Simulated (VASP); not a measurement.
# ZnCd2S (P6/mmm) in VASP: further runs

ZnCd2S is run at these levels: PBE; tasks: single point, relaxation of cell and atoms.

Everything below comes from runs of VASP 6.6.1. Logs are shortened: lines on timing, memory, paths and dates and some standing lists are left out, and cuts for length are marked.

## Step 1: The cell of the first run

The structure is hexagonal, space group P6/mmm (No. 191). The conventional cell has a = 2.924 Å, b = 2.924 Å, c = 11.423 Å, α = 90.00°, β = 90.00°, γ = 120.00°. Zn (site symmetry 6/mmm) has 6 Zn at 2.92 Å and 2 Cd at 2.95 Å within 3.9 Å. Within 3.6 Å of Cd (site symmetry 6mm) lie 1 S at 2.76 Å and 6 Cd at 2.92 Å and 1 Zn at 2.95 Å. Within 3.6 Å of S (site symmetry 6/mmm) lie 2 Cd at 2.76 Å and 6 S at 2.92 Å.

The cell was built from a structure type or drawn by symmetry, and may not be a known phase.

## Step 2: Single point, PBE

Contents of INCAR:

```
SYSTEM = ZnCd2S
PREC = Accurate
ENCUT = 520
EDIFF = 1E-7
ISMEAR = 0
SIGMA = 0.1
LREAL = .FALSE.
LASPH = .TRUE.
NELM = 60
ALGO = Normal
ISIF = 2
LWAVE = .FALSE.
LCHARG = .FALSE.
GGA = PE
NBANDS = 29
```

Contents of KPOINTS:

```
Automatic mesh
0
G
  18 18 4
  0 0 0
```

Contents of POSCAR:

```
ZnCd2S
1.0
    2.9240481256      0.0000000000      0.0000000000
   -1.4620240628      2.5322999587      0.0000000000
    0.0000000000      0.0000000000     11.4229160523
Zn Cd S
1 2 1
Direct
    0.0000000000      0.0000000000      0.5000000000
    0.0000000000      0.0000000000      0.2417338054
    0.0000000000      0.0000000000      0.7582661946
    0.0000000000      0.0000000000      0.0000000000
```

Potentials or basis: VASP PAW PBE potentials, release 64 (Zn, Cd, S).

The run is started by

```bash
$ cat potpaw_PBE.64/Zn/POTCAR potpaw_PBE.64/Cd/POTCAR potpaw_PBE.64/S/POTCAR > POTCAR
$ mpirun -np 1 vasp_std > vasp.out
```

OUTCAR:

```text
SYSTEM = ZnCd2S
   PREC = Accurate
   ENCUT = 520
   EDIFF = 1E-7
   ISMEAR = 0
   LREAL = .FALSE.
   LASPH = .TRUE.
   NELM = 60
   ISIF = 2
   GGA = PE

 ion  position               nearest neighbor table
   1  0.000  0.000  0.500-   2 2.95   3 2.95
   2  0.000  0.000  0.242-   4 2.76   1 2.95
   3  0.000  0.000  0.758-   4 2.76   1 2.95
   4  0.000  0.000  0.000-   2 2.76   3 2.76

  LATTYP: Found a hexagonal cell.
 ALAT       =     2.9240481256
 C/A-ratio  =     3.9065417400

  Lattice vectors:

 A1 = (   2.9240481256,   0.0000000000,   0.0000000000)
 A2 = (  -1.4620240628,   2.5322999587,   0.0000000000)
 A3 = (   0.0000000000,   0.0000000000,  11.4229160523)

Analysis of symmetry for initial positions (statically):
=====================================================================
 Subroutine PRICEL returns:
 Original cell was already a primitive cell.

 Routine SETGRP: Setting up the symmetry group for a
 hexagonal supercell.

 Subroutine GETGRP returns: Found 24 space group operations
 (whereof 24 operations were pure point group operations)
 out of a pool of 24 trial point group operations.

The static configuration has the point symmetry D_6h.

Analysis of symmetry for dynamics (positions and initial velocities):
=====================================================================
 Subroutine PRICEL returns:
 Original cell was already a primitive cell.

 Routine SETGRP: Setting up the symmetry group for a
 hexagonal supercell.

 Subroutine GETGRP returns: Found 24 space group operations
 (whereof 24 operations were pure point group operations)
 out of a pool of 24 trial point group operations.

The dynamic configuration has the point symmetry D_6h.

 Subroutine INISYM returns: Found 24 space group operations
 (whereof 24 operations are pure point group operations),
 and found     1 'primitive' translations

----------------------------------------------------------------------------------------

                                     Primitive cell

  volume of cell :      84.5817

  direct lattice vectors                    reciprocal lattice vectors
     2.924048126  0.000000000  0.000000000     0.341991635  0.197448963  0.000000000
    -1.462024063  2.532299959  0.000000000     0.000000000  0.394897925  0.000000000
[... 87 lines left out ...]
   ENCUT  =  520.0 eV  38.22 Ry    6.18 a.u.   5.44  5.44 21.24*2*pi/ulx,y,z
   NELM   =     60;   NELMIN=  2; NELMDL= -5     # of ELM steps
   EDIFF  = 0.1E-06   stopping-criterion for ELM
   LREAL  =      F    real-space projection
   EDIFFG = 0.1E-05   stopping-criterion for IOM
   NSW    =      0    number of steps for IOM
   IBRION =     -1    ionic relax: 0-MD 1-quasi-New 2-CG
   NFREE  =      0    steps in history (QN), initial steepest desc. (CG)
   ISIF   =      2    stress and relaxation
   ISYM   =      2    0-nonsym 1-usesym 2-fastsym
   POTIM  = 0.5000    time-step for ionic-motion
   TEBEG  =    0.0;   TEEND  =   0.0 temperature during run
   PSTRESS=    0.0 pullay stress
   NELECT =      42.0000    total number of electrons
   NUPDOWN=      -1.0000    fix difference up-down
   EMIN   =  10.00;   EMAX   =-10.00  energy-range for DOS
   EFERMI =   0.00;   METHOD = LEGACY
   ISMEAR =     0;   SIGMA  =   0.10  broadening in eV -4-tet -1-fermi 0-gaus
   EFERMI_NEDOS =   21; number of points for ismear=-14 and -15
   IALGO  =     38    algorithm
   IMIX   =      4    mixing-type and parameters
     AMIX     =   0.40;   BMIX     =  1.00
     AMIX_MAG =   1.60;   BMIX_MAG =  1.00
  volume/ion in A,a.u.               =      21.15       142.70
  Fermi-wavevector in a.u.,A,eV,Ry     =   1.296380  2.449803 22.865972  1.680602
  Thomas-Fermi vector in A             =   2.427840
   LORBIT       =      0    0 simple, 1 ext, 2 COOP (PROOUT), +10 PAW based schemes
   GGA     = PE    functional components
   LHFCALC =     F    Hartree Fock is set to
   AEXX    =    0.0000 exact exchange contribution
   IVDW    =     0    specifies the selected vdW correction
   LEPSILON=     F    determine dielectric tensor
   LRPA    =     F    only Hartree local field effects (RPA)
 non-spin polarized calculation
 Gauss-broadening in eV      SIGMA  =   0.10
  energy-cutoff  :      520.00
  volume of cell :       84.58
 maximum number of plane-waves:      2334
 NGX is ok and might be reduce to    24
   NGX = 11   NGY = 11   NGZ = 43

 number of electron      42.0000015 magnetization

 Free energy of the ion-electron system (eV)
  ---------------------------------------------------
  ext. energy  EPLUGINS =         0.00000000
  ---------------------------------------------------
  free energy    TOTEN  =        -5.72628055 eV

  energy without entropy =       -5.71589888  energy(sigma->0) =       -5.72108972

 E-fermi :   2.6923     XC(G=0): -10.4324

 val. band max:        2.6857753882   @ k =   0.3889   0.1667   0.0000
 cond. band min:       2.6996767348   @ k =   0.3889   0.2222   0.0000
 fundamental gap:      0.0139013467
 Fermi energy:         2.6923492858

 k-point     1 :       0.0000    0.0000    0.0000
  band No.  band energies     occupation
      1     -11.6020      2.00000
      2      -6.8636      2.00000
      3      -6.8500      2.00000
      4      -6.2641      2.00000
      5      -6.2641      2.00000
      6      -6.2639      2.00000
[... 757 lines left out ...]
     28       9.8384      0.00000
     29      10.1604      0.00000

 [... further k-points ...]

------------------------ aborting loop because EDIFF is reached ----------------------------------------

  FORCE on cell =-STRESS in cart. coord.  units (eV):
  Direction    XX          YY          ZZ          XY          YZ          ZX
  --------------------------------------------------------------------------------------
  -------------------------------------------------------------------------------------
  Total        0.1133389      0.1133389      0.1153780      0.0000000      0.0000000      0.0000000
  in kB        2.1469058      2.1469058      2.1855314      0.0000000      0.0000000      0.0000000
  external PRESSURE =       2.1597810 kB  Pullay stress =       0.0000000 kB

 VOLUME and BASIS-vectors are now :
 -----------------------------------------------------------------------------
  energy-cutoff  :      520.00
  volume of cell :       84.58
      direct lattice vectors                 reciprocal lattice vectors
     2.924048126  0.000000000  0.000000000     0.341991635  0.197448963  0.000000000
    -1.462024063  2.532299959  0.000000000     0.000000000  0.394897925  0.000000000
     0.000000000  0.000000000 11.422916052     0.000000000  0.000000000  0.087543320

 POSITION                                       TOTAL-FORCE (eV/Angst)
 -----------------------------------------------------------------------------------
      0.00000      0.00000      5.71146        -0.000000      0.000000      0.000000
      0.00000      0.00000      2.76130         0.000000     -0.000000      0.017965
      0.00000      0.00000      8.66161         0.000000      0.000000     -0.017965
      0.00000      0.00000      0.00000        -0.000000      0.000000      0.000000
 -----------------------------------------------------------------------------------
    total drift:                                0.000000      0.000000     -0.000000

  FREE ENERGIE OF THE ION-ELECTRON SYSTEM (eV)
  ---------------------------------------------------
  free  energy   TOTEN  =        -5.7262805536 eV

  energy  without entropy=       -5.7158988776  energy(sigma->0) =       -5.72108972
```

stdout:

```text
POSCAR found type information on POSCAR ZnCdS
 POSCAR found :  3 types and       4 ions
 scaLAPACK will be used
 LDA part: xc-table for (Slater+PW92), standard interpolation
 POSCAR, INCAR and KPOINTS ok, starting setup
 FFT: planning ... GRIDC
 FFT: planning ... GRID_SOFT
 FFT: planning ... GRID
 WAVECAR not read
 entering main loop
```

Wall time 2.1 min (1 thread of Intel Xeon 6975P-C (Granite Rapids), shared host); peak memory 0.4 GiB.

What came out:

```yaml
Free_energy: -5.7263 eV
Pressure: 0.2 GPa
Largest_force: 0.018 eV/Å
Band_gap_on_the_k_mesh: zero (bands 21 and 22 overlap by 2.46 eV)
```

Forces on the atoms (eV/Å):
```
Zn   0.000  0.000  0.000
Cd   0.000  0.000  0.018
Cd   0.000  0.000 -0.018
S    0.000  0.000  0.000
```

Levels at points of the mesh, in eV from the Fermi level:
```
           k point  band 19  band 20  band 21  band 22  band 23  band 24
(0.00, 0.00, 0.00)    -4.36    -3.98     1.35     2.14     2.16     2.16
(0.50, 0.00, 0.00)    -1.25    -1.06    -0.70     0.37     0.90     0.96
(0.00, 0.00, 0.50)    -6.04    -2.03    -0.89     2.16     2.16     4.43
(0.50, 0.00, 0.50)    -1.45    -1.02    -0.25     0.37     0.56     0.58
```

## Step 3: Relaxation of cell and atoms, PBE

This run uses another cell than the first one, of 20.96 Å³/atom.

Contents of INCAR:

```
SYSTEM = ZnCd2S
  ALGO = Normal
  EDIFF = 1E-7
  EDIFFG = -0.01
  ENCUT = 600
  GGA = PE
  IBRION = 2
  ISIF = 3
  ISMEAR = 0
  LASPH = .TRUE.
  LCHARG = .FALSE.
  LREAL = .FALSE.
  LWAVE = .FALSE.
  NELM = 60
  NSW = 100
  PREC = Accurate
  SIGMA = 0.1
```

Contents of KPOINTS:

```
k-points
0
G
  18 18 4
  0 0 0
```

Contents of POSCAR:

```
ZnCd2S
1.0
    2.8714898435      0.0000000000      0.0000000000
   -1.4357449218      2.4867831512      0.0000000000
    0.0000000000      0.0000000000     11.7410623893
Zn Cd S
1 2 1
Direct
    0.0000000000      0.0000000000      0.5000000000
    0.0000000000      0.0000000000      0.2420466669
    0.0000000000      0.0000000000      0.7579533331
    0.0000000000      0.0000000000      0.0000000000
```

Potentials or basis: VASP PAW PBE potentials, release 64 (Zn, Cd, S).

The run is started by

```bash
$ cat potpaw_PBE.64/Zn/POTCAR potpaw_PBE.64/Cd/POTCAR potpaw_PBE.64/S/POTCAR > POTCAR
$ mpirun -np 1 vasp_std > vasp.out
```

OUTCAR:

```text
SYSTEM = ZnCd2S
   EDIFF = 1E-7
   EDIFFG = -0.01
   ENCUT = 600
   GGA = PE
   IBRION = 2
   ISIF = 3
   ISMEAR = 0
   LASPH = .TRUE.
   LREAL = .FALSE.
   NELM = 60
   NSW = 100
   PREC = Accurate

 ion  position               nearest neighbor table
   1  0.000  0.000  0.500-   2 3.03   3 3.03
   2  0.000  0.000  0.242-   4 2.84   1 3.03
   3  0.000  0.000  0.758-   4 2.84   1 3.03
   4  0.000  0.000  0.000-   2 2.84   3 2.84

  LATTYP: Found a hexagonal cell.
 ALAT       =     2.8714898435
 C/A-ratio  =     4.0888399504

  Lattice vectors:

 A1 = (   2.8714898435,   0.0000000000,   0.0000000000)
 A2 = (  -1.4357449218,   2.4867831512,   0.0000000000)
 A3 = (   0.0000000000,   0.0000000000,  11.7410623893)

Analysis of symmetry for initial positions (statically):
=====================================================================
 Subroutine PRICEL returns:
 Original cell was already a primitive cell.

 Routine SETGRP: Setting up the symmetry group for a
 hexagonal supercell.

 Subroutine GETGRP returns: Found 24 space group operations
 (whereof 24 operations were pure point group operations)
 out of a pool of 24 trial point group operations.

[... 276 lines left out ...]
  free  energy   TOTEN  =        -5.7178407006 eV

  energy  without entropy=       -5.7059791641  energy(sigma->0) =       -5.71190993

[... ionic steps 4 to 7 ...]

--------------------------------------- Ionic step        8  -------------------------------------------

 number of electron      42.0000012 magnetization

------------------------ aborting loop because EDIFF is reached ----------------------------------------
[... 71 lines left out ...]
--------------------------------------- Ionic step       10  -------------------------------------------

 number of electron      42.0000012 magnetization

 Free energy of the ion-electron system (eV)
  ---------------------------------------------------
  ext. energy  EPLUGINS =         0.00000000
  ---------------------------------------------------
  free energy    TOTEN  =        -5.72541454 eV

  energy without entropy =       -5.71500222  energy(sigma->0) =       -5.72020838

 E-fermi :   2.6679     XC(G=0): -10.4169

 val. band max:        2.6641367346   @ k =   0.3889   0.1667   0.0000
 cond. band min:       2.6756257428   @ k =   0.3889   0.2222   0.0000
 fundamental gap:      0.0114890082
 Fermi energy:         2.6678976975

 k-point     1 :       0.0000    0.0000    0.0000
  band No.  band energies     occupation
      1     -11.6006      2.00000
      2      -6.8763      2.00000
      3      -6.8629      2.00000
      4      -6.2820      2.00000
      5      -6.2820      2.00000
      6      -6.2818      2.00000
[... 661 lines left out ...]
     24       4.4015      0.00000
     25       6.1098      0.00000

 [... further k-points ...]

------------------------ aborting loop because EDIFF is reached ----------------------------------------

  FORCE on cell =-STRESS in cart. coord.  units (eV):
  Direction    XX          YY          ZZ          XY          YZ          ZX
  --------------------------------------------------------------------------------------
  -------------------------------------------------------------------------------------
  Total       -0.0015463     -0.0015463     -0.0131250      0.0000000      0.0000000      0.0000000
  in kB       -0.0292000     -0.0292000     -0.2478429      0.0000000      0.0000000      0.0000000
  external PRESSURE =      -0.1020809 kB  Pullay stress =       0.0000000 kB
[... 19 lines left out ...]
  FREE ENERGIE OF THE ION-ELECTRON SYSTEM (eV)
  ---------------------------------------------------
  free  energy   TOTEN  =        -5.7254145351 eV

  energy  without entropy=       -5.7150022199  energy(sigma->0) =       -5.72020838

 reached required accuracy - stopping structural energy minimisation
```

OSZICAR:

```text
N       E                     dE             d eps       ncg     rms          rms(c)
DAV:   1     0.337348107678E+03    0.33735E+03   -0.23133E+04  5550   0.207E+03
DAV:   2     0.136671481302E+02   -0.32368E+03   -0.31695E+03  5774   0.455E+02
DAV:   3    -0.607617192780E+01   -0.19743E+02   -0.19134E+02  6474   0.115E+02
DAV:   4    -0.652014596698E+01   -0.44397E+00   -0.42564E+00  5877   0.125E+01
[... 96 lines left out ...]
DAV:   3    -0.572547308287E+01    0.15490E-03   -0.20301E-04  6193   0.989E-02    0.397E-02
DAV:   4    -0.572542544796E+01    0.47635E-04   -0.12013E-04  5924   0.734E-02    0.216E-02
DAV:   5    -0.572541407808E+01    0.11370E-04   -0.33486E-05  5867   0.405E-02    0.106E-02
DAV:   6    -0.572541447152E+01   -0.39345E-06   -0.37219E-06  5787   0.126E-02    0.312E-03
DAV:   7    -0.572541453509E+01   -0.63569E-07   -0.11983E-07  3615   0.225E-03
  10 F= -.57254145E+01 E0= -.57202084E+01  d E =-.244180E-03
```

CONTCAR:

```text
ZnCd2S
   1.00000000000000
     2.9270547584262783   -0.0000000000011108    0.0000000000000000
    -1.4635273792650683    2.5349037790869904   -0.0000000000000000
    -0.0000000000000000    0.0000000000000000   11.4351684374228526
  Zn              Cd              S
     1     2     1
Direct
     0.0000000000000000    0.0000000000000000    0.5000000000000000
     0.0000000000000000    0.0000000000000000    0.2419561690477905
     0.0000000000000000    0.0000000000000000    0.7580438309522095
     0.0000000000000000    0.0000000000000000    0.0000000000000000

  0.00000000E+00  0.00000000E+00  0.00000000E+00
  0.00000000E+00  0.00000000E+00  0.00000000E+00
  0.00000000E+00  0.00000000E+00  0.00000000E+00
  0.00000000E+00  0.00000000E+00  0.00000000E+00
```

Run time: 10 min. Hardware: 1 thread of Intel Xeon 6975P-C (Granite Rapids), shared host; peak memory 0.47 GiB.

What came out:

```
Free energy                           : -5.7254 eV
Relaxed volume                        : 21.21 Å³/atom
Relaxed cell                          : a = 2.927 Å, b = 2.927 Å, c = 11.435 Å, α = 90.00°, β = 90.00°, γ = 120.00°
Space group after relaxing (to 0.1 Å) : P6/mmm (No. 191)
Energy gained by relaxing             : 5.9 meV/atom
Ionic steps                           : 10
Pressure after relaxing               : 0.0 GPa
Largest force after relaxing          : 0.006 eV/Å
Band gap on the k mesh                : zero (bands 21 and 22 overlap by 2.45 eV)
```

Forces in eV/Å, atoms in the order of the input:
```
Zn   0.000  0.000  0.000
Cd   0.000  0.000  0.006
Cd   0.000  0.000 -0.006
S    0.000  0.000  0.000
```

Step by step:
| step | energy change (eV) | largest force (eV/Å) | pressure (GPa) | volume (Å³) |
| --- | --- | --- | --- | --- |
| 1 | 0.0000 | 0.0594 | 0.90 | 83.84 |
| 2 | -0.0135 | 0.0547 | -0.07 | 85.26 |
| 3 | -0.0158 | 0.0508 | -0.62 | 86.17 |
| 4 | -0.0217 | 0.0053 | -0.34 | 85.55 |
| 5 | -0.0230 | 0.0289 | -0.12 | 85.13 |
| 6 | -0.0230 | 0.0268 | -0.13 | 85.15 |
| 7 | -0.0231 | 0.0231 | 0.00 | 84.92 |
| 8 | -0.0232 | 0.0224 | 0.02 | 84.87 |
| 9 | -0.0232 | 0.0181 | 0.01 | 84.87 |
| 10 | -0.0234 | 0.0055 | -0.01 | 84.85 |

Final structure:
```yaml
crystal:
  lattice:
    - [2.92705, 0.00000, 0.00000]
    - [-1.46353, 2.53490, 0.00000]
    - [0.00000, 0.00000, 11.43517]
  atoms:
    - { symbol: Zn, position: [0.00000, 0.00000, 0.50000] }
    - { symbol: Cd, position: [0.00000, 0.00000, 0.24196] }
    - { symbol: Cd, position: [0.00000, 0.00000, 0.75804] }
    - { symbol: S, position: [0.00000, 0.00000, 0.00000] }
```
